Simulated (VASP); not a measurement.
Set up this calculation in VASP 6.6.1, as the native input.

| Property | Result |
| --- | --- |
| Task | single point |
| Functional | PBE |
| Potentials or basis | VASP PAW PBE potentials, release 64 (Zn, Se) |
| Cutoff | 520 eV |
| k mesh | 11 × 11 × 11 |
| Occupations | fermi-dirac, width 0.1 eV |
| Spin | no spin polarisation |
| Dipole correction | no |
| Further INCAR settings | ALGO = Normal; EDIFF = 1e-06; NBANDS = 16 |

The structure of ZnSe (zincblende type) lies in POSCAR:

```
ZnSe
1.0
    0.0000000000      2.3484696049      2.3484696049
    2.3484696049      0.0000000000      2.3484696049
    2.3484696049      2.3484696049      0.0000000000
Zn Se
1 1
Direct
    0.0000000000      0.0000000000      0.0000000000
    0.2500000000      0.2500000000      0.2500000000
```

This cell differs from its parent crystal: volume scaled by 0.55, level accurate.

These files were run (other wordings do the same):

INCAR

```
PREC = Accurate
ENCUT = 520
EDIFF = 1E-6
ISMEAR = -1
SIGMA = 0.1
LREAL = F
LASPH = T
NELM = 80
ALGO = Normal
ISIF = 2
LWAVE = F
LCHARG = F
GGA = PE
NBANDS = 16
```

KPOINTS

```
regular mesh
0
Gamma
  11 11 11
```

Potentials or basis: VASP PAW PBE potentials, release 64 (Zn, Se).

Launch:

```bash
$ cat potpaw_PBE.64/Zn/POTCAR potpaw_PBE.64/Se/POTCAR > POTCAR
$ mpirun -np 1 vasp_std > vasp.out
```

It gave:

| Property | Result |
| --- | --- |
| Pressure | 133.0 GPa |
| Band gap on the k mesh | 1.15 eV, indirect (least direct gap 3.90 eV) |

It took 67 s on 1 thread of AMD EPYC 7R13, with other jobs on the host, peak memory 0.14 GiB.
